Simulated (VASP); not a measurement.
Set up this calculation in VASP 6.6.1, as the native input.

| Property | Result |
| --- | --- |
| Task | single point |
| Functional | PBEsol |
| Potentials or basis | VASP PAW PBE potentials, release 64 (Au) |
| Cutoff | 520 eV |
| k mesh | 26 × 26 × 14 |
| Occupations | gaussian, width 0.15 eV |
| Spin | no spin polarisation |
| Dipole correction | no |
| Further INCAR settings | ALGO = Fast; EDIFF = 1e-06; NBANDS = 18 |

The structure of Au lies in POSCAR:

```
Au
1.0
    1.3268749455     -2.3685906009      0.0000000000
    1.3268749455      2.3685906009      0.0000000000
    0.0000000000      0.0000000000      5.4211326634
Au
2
Direct
    0.6638639510      0.3361360490      0.2500000000
    0.3361360490      0.6638639510      0.7500000000
```

This cell differs from its parent crystal: ratio of the length along z to the lengths across it x 1.2, volume and fractional coordinates fixed.

One way to write it, as run:

INCAR

```
ALGO = Fast ; EDIFF = 1E-6
ENCUT = 520 ; GGA = PS
ISIF = 2 ; ISMEAR = 0
LASPH = True ; LCHARG = False
LREAL = False ; LWAVE = False
NBANDS = 18 ; NELM = 100
PREC = Accurate ; SIGMA = 0.15
```

KPOINTS

```
k-points
0
Gamma
  26 26 14
```

Potentials or basis: VASP PAW PBE potentials, release 64 (Au).

Launch:

```sh
$ cat potpaw_PBE.64/Au/POTCAR > POTCAR
$ mpirun -np 1 vasp_std > vasp.out
```

It gave:

* Pressure: 9.3 GPa
* Largest force: 0.008 eV/Å
* Band gap on the k mesh: zero (bands 11 and 12 overlap by 7.39 eV)

Caveat: the stress differs along the axes, from -6 to 20 GPa; the PAW data sets were made with another functional, which shifts forces and pressure a little; spin-orbit coupling is left out, which moves the levels of the heavy elements.

Run time: 15 min on 1 thread of Oxide Virtual Turin-like Processor, on a shared host, peak memory 0.72 GiB.
